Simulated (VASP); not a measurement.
# Cu (Ia-3) in VASP: a series of runs

The runs below take Cu through single point, relaxation of cell and atoms, with PBE.

All numbers are computed with VASP 6.6.1; they aren't measurements. Logs are shortened: lines on timing, memory, paths and dates and some standing lists are left out, and cuts for length are marked.

## 1. The cell of the first run

Symmetry: Ia-3, No. 206, cubic system. Conventional cell: a = 5.871 Å, b = 5.871 Å, c = 5.871 Å, α = 90.00°, β = 90.00°, γ = 90.00°. Cu (site symmetry 3) has 4 Cu at 2.09 to 2.11 Å within 2.8 Å.

## 2. Single point, PBE

INCAR reads:

```
SYSTEM = Cu
PREC = Accurate
ENCUT = 520
EDIFF = 1E-7
ISMEAR = 0
SIGMA = 0.1
LREAL = .FALSE.
LASPH = .TRUE.
NELM = 80
ALGO = Fast
ISIF = 2
LWAVE = .FALSE.
LCHARG = .TRUE.
GGA = PE
LELF = .TRUE.
LVHAR = .TRUE.
NBANDS = 54
```

KPOINTS reads:

```
regular mesh
0
G
  4 4 4
  0 0 0
```

POSCAR reads:

```
Cu
1.0
   -2.9355627884      2.9355627884      2.9355627884
    2.9355627884     -2.9355627884      2.9355627884
    2.9355627884      2.9355627884     -2.9355627884
Cu
8
Direct
    0.2060000000      0.2060000000      0.2060000000
    0.5000000000      0.0000000000      0.2940000000
    0.2940000000      0.5000000000      0.0000000000
    0.0000000000      0.2940000000      0.5000000000
    0.7940000000      0.7940000000      0.7940000000
    0.5000000000      0.0000000000      0.7060000000
    0.7060000000      0.5000000000      0.0000000000
    0.0000000000      0.7060000000      0.5000000000
```

Potentials or basis: VASP PAW PBE potentials, release 64 (Cu).

Run with:

```sh
cat potpaw_PBE.64/Cu/POTCAR > POTCAR
mpirun -np 1 vasp_std > vasp.out
```

OUTCAR:

```text
SYSTEM = Cu
   PREC = Accurate
   ENCUT = 520
   EDIFF = 1E-7
   ISMEAR = 0
   LREAL = .FALSE.
   LASPH = .TRUE.
   NELM = 80
   ISIF = 2
   GGA = PE

 ion  position               nearest neighbor table
   1  0.206  0.206  0.206-   5 2.09   3 2.11   4 2.11   2 2.11
   2  0.500  0.000  0.294-   6 2.09   4 2.11   1 2.11   3 2.11
   3  0.294  0.500  0.000-   7 2.09   2 2.11   1 2.11   4 2.11
   4  0.000  0.294  0.500-   8 2.09   2 2.11   1 2.11   3 2.11
   5  0.794  0.794  0.794-   1 2.09   6 2.11   7 2.11   8 2.11
   6  0.500  0.000  0.706-   2 2.09   8 2.11   7 2.11   5 2.11
   7  0.706  0.500  0.000-   3 2.09   5 2.11   8 2.11   6 2.11
   8  0.000  0.706  0.500-   4 2.09   6 2.11   5 2.11   7 2.11

  LATTYP: Found a body centered cubic cell.
 ALAT       =     5.8711255768

  Lattice vectors:

 A1 = (  -2.9355627884,   2.9355627884,   2.9355627884)
 A2 = (   2.9355627884,  -2.9355627884,   2.9355627884)
 A3 = (   2.9355627884,   2.9355627884,  -2.9355627884)

Analysis of symmetry for initial positions (statically):
=====================================================================
 Subroutine PRICEL returns:
 Original cell was already a primitive cell.

 Routine SETGRP: Setting up the symmetry group for a
 body centered cubic supercell.

 Subroutine GETGRP returns: Found 24 space group operations
 (whereof  6 operations were pure point group operations)
 out of a pool of 48 trial point group operations.

The static configuration has the point symmetry S_6 .
 The point group associated with its full space group is T_h .

Analysis of symmetry for dynamics (positions and initial velocities):
=====================================================================
 Subroutine PRICEL returns:
 Original cell was already a primitive cell.

 Routine SETGRP: Setting up the symmetry group for a
 body centered cubic supercell.

 Subroutine GETGRP returns: Found 24 space group operations
 (whereof  6 operations were pure point group operations)
 out of a pool of 48 trial point group operations.

The dynamic configuration has the point symmetry S_6 .
 The point group associated with its full space group is T_h .

 Subroutine INISYM returns: Found 24 space group operations
 (whereof  6 operations are pure point group operations),
 and found     1 'primitive' translations

----------------------------------------------------------------------------------------

                                     Primitive cell

  volume of cell :     101.1892

  direct lattice vectors                    reciprocal lattice vectors
    -2.935562788  2.935562788  2.935562788     0.000000000  0.170325091  0.170325091
     2.935562788 -2.935562788  2.935562788     0.170325091  0.000000000  0.170325091
     2.935562788  2.935562788 -2.935562788     0.170325091  0.170325091  0.000000000

  length of vectors
     5.084543898  5.084543898  5.084543898     0.240876054  0.240876054  0.240876054

  position of ions in fractional coordinates (direct lattice)
     0.206000000  0.206000000  0.206000000
     0.500000000  0.000000000  0.294000000
     0.294000000  0.500000000  0.000000000
     0.000000000  0.294000000  0.500000000
     0.794000000  0.794000000  0.794000000
     0.500000000  0.000000000  0.706000000
     0.706000000  0.500000000  0.000000000
     0.000000000  0.706000000  0.500000000

  ion indices of the primitive-cell ions
   primitive index   ion index
                 1           1
                 2           2
                 3           3
                 4           4
                 5           5
                 6           6
                 7           7
                 8           8

----------------------------------------------------------------------------------------

 KPOINTS: regular mesh

Automatic generation of k-mesh.
 Grid dimensions read from file:
 generate k-points for:    4    4    4

 Generating k-lattice:

  Cartesian coordinates                     Fractional coordinates (reciprocal lattice)
     0.000000000  0.042581273  0.042581273     0.250000000  0.000000000  0.000000000
     0.042581273  0.000000000  0.042581273     0.000000000  0.250000000  0.000000000
     0.042581273  0.042581273  0.000000000     0.000000000  0.000000000  0.250000000

  Length of vectors
     0.060219014  0.060219014  0.060219014

  Shift w.r.t. Gamma in fractional coordinates (k-lattice)
     0.000000000  0.000000000  0.000000000

 Subroutine IBZKPT returns following result:
 ===========================================

 Found      8 irreducible k-points:

 Following reciprocal coordinates:
            Coordinates               Weight
  0.000000  0.000000  0.000000      1.000000
  0.250000  0.000000  0.000000     12.000000
  0.500000  0.000000  0.000000      6.000000
  0.250000  0.250000  0.000000     24.000000
  0.250000  0.250000  0.250000      2.000000
 -0.250000  0.250000  0.250000      6.000000
  0.500000  0.500000  0.250000     12.000000
  0.500000  0.500000  0.500000      1.000000
   k-points           NKPTS =      8   k-points in BZ     NKDIM =      8   number of bands    NBANDS=     54
   number of dos      NEDOS =    301   number of ions     NIONS =      8
   total plane-waves  NPLWV =  64000
   dimension x,y,z NGX =    40 NGY =   40 NGZ =   40
   dimension x,y,z NGXF=    80 NGYF=   80 NGZF=   80
   ions per type =               8
   NGX,Y,Z   is equivalent  to a cutoff of  13.08, 13.08, 13.08 a.u.
   NGXF,Y,Z  is equivalent  to a cutoff of  26.16, 26.16, 26.16 a.u.
 SYSTEM =  Cu
   PREC   = accura    normal or accurate (medium, high low for compatibility)
   ISTART =      0    job   : 0-new  1-cont  2-samecut
   ICHARG =      2    charge: 1-file 2-atom 10-const
   ISPIN  =      1    spin polarized calculation?
   LNONCOLLINEAR =      F non collinear calculations
   LSORBIT =      F    spin-orbit coupling
   LASPH  =      T    aspherical Exc in radial PAW
   ENCUT  =  520.0 eV  38.22 Ry    6.18 a.u.   9.45  9.45  9.45*2*pi/ulx,y,z
   NELM   =     80;   NELMIN=  2; NELMDL= -5     # of ELM steps
   EDIFF  = 0.1E-06   stopping-criterion for ELM
   LREAL  =      F    real-space projection
   EDIFFG = 0.1E-05   stopping-criterion for IOM
   NSW    =      0    number of steps for IOM
   IBRION =     -1    ionic relax: 0-MD 1-quasi-New 2-CG
   NFREE  =      0    steps in history (QN), initial steepest desc. (CG)
   ISIF   =      2    stress and relaxation
   ISYM   =      2    0-nonsym 1-usesym 2-fastsym
   POTIM  = 0.5000    time-step for ionic-motion
   TEBEG  =    0.0;   TEEND  =   0.0 temperature during run
   PSTRESS=    0.0 pullay stress
   NELECT =      88.0000    total number of electrons
   NUPDOWN=      -1.0000    fix difference up-down
   EMIN   =  10.00;   EMAX   =-10.00  energy-range for DOS
   EFERMI =   0.00;   METHOD = LEGACY
   ISMEAR =     0;   SIGMA  =   0.10  broadening in eV -4-tet -1-fermi 0-gaus
   EFERMI_NEDOS =   21; number of points for ismear=-14 and -15
   IALGO  =     68    algorithm
   IMIX   =      4    mixing-type and parameters
     AMIX     =   0.40;   BMIX     =  1.00
     AMIX_MAG =   1.60;   BMIX_MAG =  1.00
  volume/ion in A,a.u.               =      12.65        85.36
  Fermi-wavevector in a.u.,A,eV,Ry     =   1.562635  2.952953 33.223110  2.441830
  Thomas-Fermi vector in A             =   2.665525
   LORBIT       =      0    0 simple, 1 ext, 2 COOP (PROOUT), +10 PAW based schemes
   GGA     = PE    functional components
   LHFCALC =     F    Hartree Fock is set to
   AEXX    =    0.0000 exact exchange contribution
   IVDW    =     0    specifies the selected vdW correction
   LEPSILON=     F    determine dielectric tensor
   LRPA    =     F    only Hartree local field effects (RPA)
 non-spin polarized calculation
 RMM-DIIS sequential band-by-band and
 Gauss-broadening in eV      SIGMA  =   0.10
  energy-cutoff  :      520.00
  volume of cell :      101.19
 maximum number of plane-waves:      2760
 NGX is ok and might be reduce to    40
   NGX = 19   NGY = 19   NGZ = 19

 number of electron      88.0000017 magnetization

 Free energy of the ion-electron system (eV)
  ---------------------------------------------------
  ext. energy  EPLUGINS =         0.00000000
  ---------------------------------------------------
  free energy    TOTEN  =       -20.24667813 eV

  energy without entropy =      -20.23269821  energy(sigma->0) =      -20.23968817

 E-fermi :   6.8926     XC(G=0): -12.1548

 val. band max:        6.8599583891   @ k =   0.2500   0.0000   0.0000
 cond. band min:       7.1742723860   @ k =   0.5000   0.5000   0.2500
 fundamental gap:      0.3143139969
 Fermi energy:         6.8926129719

 k-point     1 :       0.0000    0.0000    0.0000
  band No.  band energies     occupation
      1      -1.9583      2.00000
      2       2.0499      2.00000
      3       2.0499      2.00000
      4       2.1298      2.00000
      5       2.1298      2.00000
      6       2.1298      2.00000
[... 46 lines left out ...]
     53       9.5787      0.00000
     54      15.1018      0.00000

 k-point     2 :       0.2500    0.0000    0.0000
  band No.  band energies     occupation
      1      -1.3926      2.00000
      2       1.8767      2.00000
      3       1.9453      2.00000
      4       1.9808      2.00000
      5       2.0518      2.00000
      6       2.1828      2.00000
[... 46 lines left out ...]
     53      13.1481      0.00000
     54      13.2672      0.00000

 k-point     3 :       0.5000    0.0000    0.0000
  band No.  band energies     occupation
      1       0.1741      2.00000
      2       0.1741      2.00000
      3       1.8046      2.00000
      4       1.8046      2.00000
      5       2.1893      2.00000
      6       2.1893      2.00000
[... 46 lines left out ...]
     53      14.3179      0.00000
     54      14.3181      0.00000
[... 172 lines left out ...]
 k-point     7 :       0.5000    0.5000    0.2500
  band No.  band energies     occupation
      1       0.6070      2.00000
      2       0.6231      2.00000
      3       1.6643      2.00000
      4       1.8459      2.00000
      5       2.0139      2.00000
      6       2.1538      2.00000
[... 46 lines left out ...]
     53      14.4233      0.00000
     54      15.6080      0.00000

 k-point     8 :       0.5000    0.5000    0.5000
  band No.  band energies     occupation
      1       1.3639      2.00000
      2       1.3639      2.00000
      3       1.3639      2.00000
      4       1.8925      2.00000
      5       1.8925      2.00000
      6       1.8925      2.00000
[... 46 lines left out ...]
     53      12.9521      0.00000
     54      14.3580      0.00000

------------------------ aborting loop because EDIFF is reached ----------------------------------------

  FORCE on cell =-STRESS in cart. coord.  units (eV):
  Direction    XX          YY          ZZ          XY          YZ          ZX
  --------------------------------------------------------------------------------------
  -------------------------------------------------------------------------------------
  Total       23.6562523     23.6562523     23.6562523     -0.0000000     -0.0000000      0.0000000
  in kB      374.5608769    374.5608769    374.5608769     -0.0000000     -0.0000000      0.0000000
  external PRESSURE =     374.5608769 kB  Pullay stress =       0.0000000 kB

 VOLUME and BASIS-vectors are now :
 -----------------------------------------------------------------------------
  energy-cutoff  :      520.00
  volume of cell :      101.19
      direct lattice vectors                 reciprocal lattice vectors
    -2.935562788  2.935562788  2.935562788     0.000000000  0.170325091  0.170325091
     2.935562788 -2.935562788  2.935562788     0.170325091  0.000000000  0.170325091
     2.935562788  2.935562788 -2.935562788     0.170325091  0.170325091  0.000000000

 POSITION                                       TOTAL-FORCE (eV/Angst)
 -----------------------------------------------------------------------------------
      0.60473      0.60473      0.60473         1.073429      1.073429      1.073429
     -0.60473      2.33084      0.60473        -1.073429     -1.073429      1.073429
      0.60473     -0.60473      2.33084         1.073429     -1.073429     -1.073429
      2.33084      0.60473     -0.60473        -1.073429      1.073429     -1.073429
      2.33084      2.33084      2.33084        -1.073429     -1.073429     -1.073429
      0.60473      3.54029     -0.60473         1.073429      1.073429     -1.073429
     -0.60473      0.60473      3.54029        -1.073429      1.073429      1.073429
      3.54029     -0.60473      0.60473         1.073429     -1.073429      1.073429
 -----------------------------------------------------------------------------------
    total drift:                                0.000000      0.000000     -0.000000

  FREE ENERGIE OF THE ION-ELECTRON SYSTEM (eV)
  ---------------------------------------------------
  free  energy   TOTEN  =       -20.2466781304 eV

  energy  without entropy=      -20.2326982090  energy(sigma->0) =      -20.23968817
```

Wall time 34 s (1 thread of Intel Xeon 6975P-C (Granite Rapids), shared host); peak memory 0.23 GiB.

Results:

```
Free energy            : -20.2467 eV
Pressure               : 37.5 GPa
Largest force          : 1.859 eV/Å
Band gap on the k mesh : zero (band 44 reaches 8.53 eV, above the bottom of band 45 at 5.89 eV)
```

Forces in eV/Å, atoms in the order of the input:
```
Cu   1.073  1.073  1.073
Cu  -1.073 -1.073  1.073
Cu   1.073 -1.073 -1.073
Cu  -1.073  1.073 -1.073
Cu  -1.073 -1.073 -1.073
Cu   1.073  1.073 -1.073
Cu  -1.073  1.073  1.073
Cu   1.073 -1.073  1.073
```

Caveat: the k points lie up to 0.38 Å⁻¹ apart; forces of over 1 eV/Å act on the atoms, so gaps and moduli don't describe the material at rest.

(Part 1 of 3 ends here.)
